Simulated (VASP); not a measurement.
Runs of VASP 6.6.1 on CaO. The structure is that of space group Fm-3m (No. 225), or close to it. The cells are those of the table. 

| task | cell | k mesh | cutoff (eV) | smearing | ions in elastic constants | gap on the mesh (eV) | pressure (GPa) |
| --- | --- | --- | --- | --- | --- | --- | --- |
| single point | a = 3.354, b = 3.354, c = 3.367 Å, angles 60.1, 60.1, 90.0°, 2 atoms | 8 × 8 × 8 | 520 | gaussian 0.01 eV | - | 3.50 | 1.5 |
| single point | a = 3.354, b = 3.354, c = 3.368 Å, angles 60.1, 60.1, 90.0°, 2 atoms | 8 × 8 × 8 | 520 | gaussian 0.01 eV | - | 3.50 | 1.5 |
| single point | a = 3.405, b = 3.405, c = 3.378 Å, angles 59.7, 59.7, 90.0°, 2 atoms | 8 × 8 × 8 | 520 | gaussian 0.01 eV | - | 3.47 | -0.9 |
| single point | a = 3.388, b = 3.388, c = 3.374 Å, angles 59.9, 59.9, 90.0°, 2 atoms | 8 × 8 × 8 | 520 | gaussian 0.01 eV | - | (a) | -0.2 |
| single point | a = 3.337, b = 3.337, c = 3.363 Å, angles 60.3, 60.3, 90.0°, 2 atoms | 8 × 8 × 8 | 520 | gaussian 0.01 eV | - | 3.48 | (b) |
| single point | a = 3.371 Å, angles 60.0, 60.0, 90.0°, 2 atoms | 12 × 12 × 12 | 520 | fermi-dirac 0.05 eV | - | 3.52 | 0.7 |
| relaxation of cell and atoms | relaxed from a = 3.403 Å, angles 60.0, 60.0, 90.0°, 2 atoms | 12 × 12 × 12 | 600 | fermi-dirac 0.05 eV | - | (c) | 0.0 |
| single point | a = 3.405, b = 3.405, c = 3.379 Å, angles 59.8, 59.8, 90.0°, 2 atoms | 8 × 8 × 8 | 520 | gaussian 0.01 eV | - | 3.47 | -1.0 |
| single point | a = 3.388, b = 3.388, c = 3.375 Å, angles 59.9, 59.9, 90.0°, 2 atoms | 8 × 8 × 8 | 520 | gaussian 0.01 eV | - | 3.50 | -0.2 |
| single point | a = 3.371 Å, angles 60.0, 60.0, 90.0°, 2 atoms | 8 × 8 × 8 | 520 | gaussian 0.01 eV | - | 3.52 | 0.6 |

Alike in all rows: level PBEsol; potentials or basis VASP PAW PBE potentials, release 64 (Ca_sv, O); no spin polarisation.

Question: Fill in the values left out.

Answer: (a) 3.49; (b) 2.5; (c) 3.53.

Caveats: the PAW data sets were made with another functional, which shifts forces and pressure a little.

A k mesh can miss the band edges.
